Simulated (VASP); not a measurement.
# Mg in VASP: notebook

The runs below take Mg through single point, with PBE.

Program: VASP 6.6.1. These are calculated values, not measurements. Logs are shortened: lines on timing, memory, paths and dates and some standing lists are left out, and cuts for length are marked.

**1. The cell of the first run**

It takes space group Fm-3m (No. 225, cubic). Conventional cell: a = 4.660 Å, b = 4.660 Å, c = 4.660 Å, α = 90.00°, β = 90.00°, γ = 90.00°. Within 4.3 Å of Mg (site symmetry m-3m) lie 12 Mg at 3.30 Å.

**2. Single point, PBE (strained)**

The input, INCAR:

```
SYSTEM = Mg
PREC = Accurate ; ENCUT = 520
EDIFF = 1E-6 ; ISMEAR = 0
SIGMA = 0.1 ; LREAL = .False.
LASPH = .True. ; NELM = 60
ALGO = Normal ; ISIF = 2
LWAVE = .False. ; LCHARG = .False.
GGA = PE ; NBANDS = 7
```

The input, KPOINTS:

```
Automatic mesh
0
Gamma
  16 16 16
  0 0 0
```

The input, POSCAR:

```
Mg
1.0
    0.0000000000      2.3299416941      2.3299416941
    2.3299416941      0.0000000000      2.3299416941
    2.3299416941      2.3299416941      0.0000000000
Mg
1
Direct
    0.0000000000      0.0000000000      0.0000000000
```

Potentials or basis: VASP PAW PBE potentials, release 64 (Mg).

Started as:

```console
$ cat potpaw_PBE.64/Mg/POTCAR > POTCAR
$ mpirun -np 1 vasp_std > vasp.out
```

OUTCAR:

```text
SYSTEM = Mg
   PREC = Accurate
   ENCUT = 520
   EDIFF = 1E-6
   ISMEAR = 0
   LREAL = .False.
   LASPH = .True.
   NELM = 60
   ISIF = 2
   GGA = PE

 ion  position               nearest neighbor table
   1  0.000  0.000  0.000-

  LATTYP: Found a face centered cubic cell.
 ALAT       =     4.6598833882

  Lattice vectors:

 A1 = (   0.0000000000,   2.3299416941,   2.3299416941)
 A2 = (   2.3299416941,   0.0000000000,   2.3299416941)
 A3 = (   2.3299416941,   2.3299416941,   0.0000000000)

Analysis of symmetry for initial positions (statically):
=====================================================================
 Subroutine PRICEL returns:
 Original cell was already a primitive cell.

 Routine SETGRP: Setting up the symmetry group for a
 face centered cubic supercell.

 Subroutine GETGRP returns: Found 48 space group operations
 (whereof 48 operations were pure point group operations)
 out of a pool of 48 trial point group operations.

The static configuration has the point symmetry O_h .

Analysis of symmetry for dynamics (positions and initial velocities):
=====================================================================
 Subroutine PRICEL returns:
 Original cell was already a primitive cell.

 Routine SETGRP: Setting up the symmetry group for a
 face centered cubic supercell.

 Subroutine GETGRP returns: Found 48 space group operations
 (whereof 48 operations were pure point group operations)
 out of a pool of 48 trial point group operations.

The dynamic configuration has the point symmetry O_h .

 Subroutine INISYM returns: Found 48 space group operations
 (whereof 48 operations are pure point group operations),
 and found     1 'primitive' translations

----------------------------------------------------------------------------------------

                                     Primitive cell

  volume of cell :      25.2968

  direct lattice vectors                    reciprocal lattice vectors
     0.000000000  2.329941694  2.329941694    -0.214597645  0.214597645  0.214597645
     2.329941694  0.000000000  2.329941694     0.214597645 -0.214597645  0.214597645
     2.329941694  2.329941694  0.000000000     0.214597645  0.214597645 -0.214597645

  length of vectors
     3.295035143  3.295035143  3.295035143     0.371694024  0.371694024  0.371694024

  position of ions in fractional coordinates (direct lattice)
     0.000000000  0.000000000  0.000000000

  ion indices of the primitive-cell ions
   primitive index   ion index
                 1           1

----------------------------------------------------------------------------------------

 KPOINTS: Automatic mesh

Automatic generation of k-mesh.
 Grid dimensions read from file:
 generate k-points for:   16   16   16

 Generating k-lattice:

  Cartesian coordinates                     Fractional coordinates (reciprocal lattice)
    -0.013412353  0.013412353  0.013412353     0.062500000  0.000000000  0.000000000
     0.013412353 -0.013412353  0.013412353     0.000000000  0.062500000  0.000000000
     0.013412353  0.013412353 -0.013412353     0.000000000  0.000000000  0.062500000

  Length of vectors
     0.023230876  0.023230876  0.023230876

  Shift w.r.t. Gamma in fractional coordinates (k-lattice)
     0.000000000  0.000000000  0.000000000

 Subroutine IBZKPT returns following result:
 ===========================================

 Found    145 irreducible k-points:

 Following reciprocal coordinates:
            Coordinates               Weight
  0.000000  0.000000  0.000000      1.000000
  0.062500  0.000000  0.000000      8.000000
  0.125000  0.000000  0.000000      8.000000
  0.187500  0.000000  0.000000      8.000000
  0.250000  0.000000  0.000000      8.000000
  0.312500  0.000000  0.000000      8.000000
[... 16 lines left out ...]
 -0.125000  0.062500  0.000000     24.000000
 -0.062500  0.062500  0.000000     12.000000
 [... further k-points ...]
   k-points           NKPTS =    145   k-points in BZ     NKDIM =    145   number of bands    NBANDS=      7
   number of dos      NEDOS =    301   number of ions     NIONS =      1
   total plane-waves  NPLWV =  21952
   dimension x,y,z NGX =    28 NGY =   28 NGZ =   28
   dimension x,y,z NGXF=    56 NGYF=   56 NGZF=   56
   ions per type =               1
   NGX,Y,Z   is equivalent  to a cutoff of  14.13, 14.13, 14.13 a.u.
   NGXF,Y,Z  is equivalent  to a cutoff of  28.25, 28.25, 28.25 a.u.
 SYSTEM =  Mg
   PREC   = accura    normal or accurate (medium, high low for compatibility)
   ISTART =      0    job   : 0-new  1-cont  2-samecut
   ICHARG =      2    charge: 1-file 2-atom 10-const
   ISPIN  =      1    spin polarized calculation?
   LNONCOLLINEAR =      F non collinear calculations
   LSORBIT =      F    spin-orbit coupling
   LASPH  =      T    aspherical Exc in radial PAW
   ENCUT  =  520.0 eV  38.22 Ry    6.18 a.u.   6.13  6.13  6.13*2*pi/ulx,y,z
   NELM   =     60;   NELMIN=  2; NELMDL= -5     # of ELM steps
   EDIFF  = 0.1E-05   stopping-criterion for ELM
   LREAL  =      F    real-space projection
   EDIFFG = 0.1E-04   stopping-criterion for IOM
   NSW    =      0    number of steps for IOM
   IBRION =     -1    ionic relax: 0-MD 1-quasi-New 2-CG
   NFREE  =      0    steps in history (QN), initial steepest desc. (CG)
   ISIF   =      2    stress and relaxation
   ISYM   =      2    0-nonsym 1-usesym 2-fastsym
   POTIM  = 0.5000    time-step for ionic-motion
   TEBEG  =    0.0;   TEEND  =   0.0 temperature during run
   PSTRESS=    0.0 pullay stress
   NELECT =       2.0000    total number of electrons
   NUPDOWN=      -1.0000    fix difference up-down
   EMIN   =  10.00;   EMAX   =-10.00  energy-range for DOS
   EFERMI =   0.00;   METHOD = LEGACY
   ISMEAR =     0;   SIGMA  =   0.10  broadening in eV -4-tet -1-fermi 0-gaus
   EFERMI_NEDOS =   21; number of points for ismear=-14 and -15
   IALGO  =     38    algorithm
   IMIX   =      4    mixing-type and parameters
     AMIX     =   0.40;   BMIX     =  1.00
     AMIX_MAG =   1.60;   BMIX_MAG =  1.00
  volume/ion in A,a.u.               =      25.30       170.71
  Fermi-wavevector in a.u.,A,eV,Ry     =   0.702635  1.327788  6.717141  0.493696
  Thomas-Fermi vector in A             =   1.787388
   LORBIT       =      0    0 simple, 1 ext, 2 COOP (PROOUT), +10 PAW based schemes
   GGA     = PE    functional components
   LHFCALC =     F    Hartree Fock is set to
   AEXX    =    0.0000 exact exchange contribution
   IVDW    =     0    specifies the selected vdW correction
   LEPSILON=     F    determine dielectric tensor
   LRPA    =     F    only Hartree local field effects (RPA)
 non-spin polarized calculation
 Gauss-broadening in eV      SIGMA  =   0.10
  energy-cutoff  :      520.00
  volume of cell :       25.30
 maximum number of plane-waves:       701
 NGX is ok and might be reduce to    28
   NGX = 13   NGY = 13   NGZ = 13

 number of electron       2.0000000 magnetization

 Free energy of the ion-electron system (eV)
  ---------------------------------------------------
  ext. energy  EPLUGINS =         0.00000000
  ---------------------------------------------------
  free energy    TOTEN  =        -1.47195205 eV

  energy without entropy =       -1.46919908  energy(sigma->0) =       -1.47057556

 E-fermi :   2.1307     XC(G=0):  -8.1966

 val. band max:        2.0672712232   @ k =  -0.3750   0.1875   0.0625
 cond. band min:       2.1441393816   @ k =  -0.3750   0.4375   0.1250
 fundamental gap:      0.0768681584
 Fermi energy:         2.1306718894

 k-point     1 :       0.0000    0.0000    0.0000
  band No.  band energies     occupation
      1      -4.3779      2.00000
      2      13.9076      0.00000
      3      13.9076      0.00000
      4      13.9076      0.00000
      5      15.3453      0.00000
      6      15.3453      0.00000
      7      15.3453      0.00000

 k-point     2 :       0.0625    0.0000    0.0000
  band No.  band energies     occupation
      1      -4.2965      2.00000
      2      12.5212      0.00000
      3      13.6608      0.00000
      4      13.6608      0.00000
      5      15.5313      0.00000
      6      15.7295      0.00000
      7      15.7295      0.00000

 k-point     3 :       0.1250    0.0000    0.0000
  band No.  band energies     occupation
      1      -4.0527      2.00000
      2      10.5631      0.00000
      3      13.2504      0.00000
      4      13.2504      0.00000
      5      15.3268      0.00000
      6      16.5364      0.00000
      7      16.5364      0.00000

 k-point     4 :       0.1875    0.0000    0.0000
  band No.  band energies     occupation
      1      -3.6475      2.00000
      2       8.6355      0.00000
      3      12.9046      0.00000
      4      12.9046      0.00000
      5      15.0708      0.00000
      6      16.6431      0.00000
      7      16.6431      0.00000

 k-point     5 :       0.2500    0.0000    0.0000
  band No.  band energies     occupation
      1      -3.0829      2.00000
      2       6.8027      0.00000
      3      12.6728      0.00000
      4      12.6728      0.00000
      5      14.8738      0.00000
      6      15.7010      0.00000
      7      15.7010      0.00000
[... 161 lines left out ...]
 k-point    22 :      -0.1875    0.0625    0.0000
  band No.  band energies     occupation
      1      -3.4052      2.00000
      2       8.0611      0.00000
      3      11.3035      0.00000
      4      13.8393      0.00000
      5      15.4152      0.00000
      6      15.5955      0.00000
      7      16.5432      0.00000

 k-point    23 :      -0.1250    0.0625    0.0000
  band No.  band energies     occupation
      1      -3.8634      2.00000
      2       9.9272      0.00000
      3      11.6714      0.00000
      4      14.0671      0.00000
      5      15.8003      0.00000
      6      16.0356      0.00000
      7      16.5608      0.00000

 k-point    24 :      -0.0625    0.0625    0.0000
  band No.  band energies     occupation
      1      -4.1609      2.00000
      2      11.6632      0.00000
      3      12.3375      0.00000
      4      14.1184      0.00000
      5      15.5073      0.00000
      6      15.8370      0.00000
      7      16.4297      0.00000

 [... further k-points ...]
[... 5 lines left out ...]
  --------------------------------------------------------------------------------------
  -------------------------------------------------------------------------------------
  Total       -0.4372718     -0.4372718     -0.4372718     -0.0000000     -0.0000000      0.0000000
  in kB      -27.6947159    -27.6947159    -27.6947159     -0.0000000     -0.0000000      0.0000000
  external PRESSURE =     -27.6947159 kB  Pullay stress =       0.0000000 kB

 VOLUME and BASIS-vectors are now :
 -----------------------------------------------------------------------------
  energy-cutoff  :      520.00
  volume of cell :       25.30
      direct lattice vectors                 reciprocal lattice vectors
     0.000000000  2.329941694  2.329941694    -0.214597645  0.214597645  0.214597645
     2.329941694  0.000000000  2.329941694     0.214597645 -0.214597645  0.214597645
     2.329941694  2.329941694  0.000000000     0.214597645  0.214597645 -0.214597645

 POSITION                                       TOTAL-FORCE (eV/Angst)
 -----------------------------------------------------------------------------------
      0.00000      0.00000      0.00000         0.000000      0.000000      0.000000
 -----------------------------------------------------------------------------------
    total drift:                                0.000000     -0.000000     -0.000000

  FREE ENERGIE OF THE ION-ELECTRON SYSTEM (eV)
  ---------------------------------------------------
  free  energy   TOTEN  =        -1.4719520457 eV

  energy  without entropy=       -1.4691990811  energy(sigma->0) =       -1.47057556
```

Run time: 14 s. Hardware: 1 thread of Intel Xeon 6975P-C, shared host; peak memory 0.17 GiB.

Results:

```
Free energy            : -1.4720 eV
Pressure               : -2.8 GPa
Band gap on the k mesh : zero (band 1 reaches 3.54 eV, above the bottom of band 2 at 0.84 eV)
```

Levels at points of the mesh, in eV from the Fermi level:
| k point | band 1 | band 2 | band 3 | band 4 | band 5 | band 6 |
| --- | --- | --- | --- | --- | --- | --- |
| (0.00, 0.00, 0.00) | -6.51 | 11.78 | 11.78 | 11.78 | 13.21 | 13.21 |
| (0.50, 0.00, 0.00) | -1.54 | -1.29 | 10.76 | 10.76 | 11.16 | 11.16 |
| (0.50, 0.50, 0.00) | -0.18 | 0.73 | 5.92 | 6.47 | 6.47 | 8.93 |

Caveat: the cell differs from its parent crystal (strained).

**3. Single point, PBE (strained)**

The input, INCAR:

```
SYSTEM = Mg
ALGO = Normal
EDIFF = 1E-6
ENCUT = 520
GGA = PE
ISIF = 2
ISMEAR = 0
LASPH = .True.
LCHARG = .False.
LREAL = .False.
LWAVE = .False.
NBANDS = 7
NELM = 60
PREC = Accurate
SIGMA = 0.1
```

The input, KPOINTS:

```
k-points
0
Gamma
  16 16 16
  0 0 0
```

The input, POSCAR:

```
Mg
1.0
    0.0000000000      2.3507683898      2.3507683898
    2.3507683898      0.0000000000      2.3507683898
    2.3507683898      2.3507683898      0.0000000000
Mg
1
Direct
    0.0000000000      0.0000000000      0.0000000000
```

Potentials or basis: VASP PAW PBE potentials, release 64 (Mg).

Started as:

```console
$ cat potpaw_PBE.64/Mg/POTCAR > POTCAR
$ mpirun -np 1 vasp_std > vasp.out
```

Wall time 15 s (1 thread of Intel Xeon 6975P-C, shared host); peak memory 0.17 GiB.

Results (log left out):

```
Free energy            : -1.4588 eV
Pressure               : -3.4 GPa
Band gap on the k mesh : zero (band 1 reaches 3.40 eV, above the bottom of band 2 at 0.72 eV)
```

Levels at points of the mesh, in eV from the Fermi level:
```
           k point  band 1  band 2  band 3  band 4
(0.00, 0.00, 0.00)   -6.40   11.62   11.62   11.62
(0.50, 0.00, 0.00)   -1.49   -1.29   10.63   10.63
(0.50, 0.50, 0.00)   -0.17    0.71    5.87    6.34
```

Caveat: the cell differs from its parent crystal (strained).

**4. Single point, PBE (strained)**

The input, INCAR:

```
PREC = Accurate
ENCUT = 520
EDIFF = 1E-6
ISMEAR = 0
SIGMA = 0.1
LREAL = F
LASPH = T
NELM = 100
ALGO = Normal
ISIF = 2
LWAVE = F
LCHARG = F
GGA = PE
NBANDS = 7
```

The input, KPOINTS:

```
regular mesh
0
Gamma
  15 15 15
```

The input, POSCAR:

```
Mg
1.0
    0.0448851200      2.2992178294      2.2992178294
    2.2992178294      0.0448851200      2.2992178294
    2.2992178294      2.2992178294      0.0448851200
Mg
1
Direct
    0.0000000000      0.0000000000      0.0000000000
```

Potentials or basis: VASP PAW PBE potentials, release 64 (Mg).

Started as:

```console
$ cat potpaw_PBE.64/Mg/POTCAR > POTCAR
$ mpirun -np 1 vasp_std > vasp.out
```

OUTCAR:

```text
PREC = Accurate
   ENCUT = 520
   EDIFF = 1E-6
   ISMEAR = 0
   LREAL = F
   LASPH = T
   NELM = 100
   ISIF = 2
   GGA = PE

 ion  position               nearest neighbor table
   1  0.000  0.000  0.000-

  LATTYP: Found a trigonal (rhomboedric) cell.
 ALAT       =     3.2518948212
 COS(alpha) =     0.5194229311

  Lattice vectors:

 A1 = (   0.0448851200,   2.2992178294,   2.2992178294)
 A2 = (   2.2992178294,   0.0448851200,   2.2992178294)
 A3 = (   2.2992178294,   2.2992178294,   0.0448851200)

Analysis of symmetry for initial positions (statically):
=====================================================================
 Subroutine PRICEL returns:
 Original cell was already a primitive cell.

 Routine SETGRP: Setting up the symmetry group for a
 trigonal (rhombohedral) supercell.

 Subroutine GETGRP returns: Found 12 space group operations
 (whereof 12 operations were pure point group operations)
 out of a pool of 12 trial point group operations.

The static configuration has the point symmetry D_3d.

[... 151 lines left out ...]
  ---------------------------------------------------
  ext. energy  EPLUGINS =         0.00000000
  ---------------------------------------------------
  free energy    TOTEN  =        -1.49109126 eV

  energy without entropy =       -1.48880191  energy(sigma->0) =       -1.48994658

 E-fermi :   2.4544     XC(G=0):  -8.4067

 val. band max:        2.4192902530   @ k =   0.4667   0.0667  -0.0000
 cond. band min:       2.4690565551   @ k =  -0.3333   0.2000   0.2000
 fundamental gap:      0.0497663021
 Fermi energy:         2.4544206596

 k-point     1 :       0.0000    0.0000    0.0000
  band No.  band energies     occupation
      1      -4.3234      2.00000
      2      14.1531      0.00000
      3      14.9250      0.00000
      4      14.9250      0.00000
      5      15.7105      0.00000
      6      16.7506      0.00000
      7      16.7506      0.00000
[... 221 lines left out ...]
 k-point    24 :       0.2000    0.1333    0.0000
  band No.  band energies     occupation
      1      -3.4519      2.00000
      2      10.6044      0.00000
      3      11.7076      0.00000
      4      12.7857      0.00000
      5      14.5429      0.00000
      6      15.5863      0.00000
      7      19.6406      0.00000

 [... further k-points ...]
[... 5 lines left out ...]
  --------------------------------------------------------------------------------------
  -------------------------------------------------------------------------------------
  Total       -0.1171030     -0.1171030     -0.1171030     -0.0503862     -0.0503862     -0.0503862
  in kB       -7.9508578     -7.9508578     -7.9508578     -3.4210315     -3.4210315     -3.4210315
  external PRESSURE =      -7.9508578 kB  Pullay stress =       0.0000000 kB

 VOLUME and BASIS-vectors are now :
 -----------------------------------------------------------------------------
  energy-cutoff  :      520.00
  volume of cell :       23.60
      direct lattice vectors                 reciprocal lattice vectors
     0.044885120  2.299217829  2.299217829    -0.223939127  0.219651118  0.219651118
     2.299217829  0.044885120  2.299217829     0.219651118 -0.223939127  0.219651118
     2.299217829  2.299217829  0.044885120     0.219651118  0.219651118 -0.223939127

 POSITION                                       TOTAL-FORCE (eV/Angst)
 -----------------------------------------------------------------------------------
      0.00000      0.00000      0.00000        -0.000000      0.000000      0.000000
 -----------------------------------------------------------------------------------
    total drift:                               -0.000000      0.000000     -0.000000

  FREE ENERGIE OF THE ION-ELECTRON SYSTEM (eV)
  ---------------------------------------------------
  free  energy   TOTEN  =        -1.4910912570 eV

  energy  without entropy=       -1.4888019106  energy(sigma->0) =       -1.48994658
```

Wall time 17 s (1 thread of Intel Xeon 6975P-C, shared host); peak memory 0.18 GiB.

Results:

```
Free energy            : -1.4911 eV
Pressure               : -0.8 GPa
Band gap on the k mesh : zero (band 1 reaches 3.67 eV, above the bottom of band 2 at 1.14 eV)
```

Levels at points of the mesh, in eV from the Fermi level:
| k point | band 1 | band 2 | band 3 | band 4 | band 5 |
| --- | --- | --- | --- | --- | --- |
| (0.00, 0.00, 0.00) | -6.78 | 11.70 | 12.47 | 12.47 | 13.26 |

Caveat: the cell differs from its parent crystal (strained).

**5. Overview**

| cell | k mesh | gap on the mesh (eV) | pressure (GPa) |
| --- | --- | --- | --- |
| a = 3.295 Å, angles 60.0°, 1 atom | 16 × 16 × 16 | none | -2.8 |
| a = 3.324 Å, angles 60.0°, 1 atom | 16 × 16 × 16 | none | -3.4 |
| a = 3.252 Å, angles 58.7°, 1 atom | 15 × 15 × 15 | none | -0.8 |

Alike in all rows: task single point; level PBE; potentials or basis VASP PAW PBE potentials, release 64 (Mg); no spin polarisation; cutoff (eV) 520; smearing gaussian 0.1 eV.

Absolute energies hang on the potentials; compare differences alone.
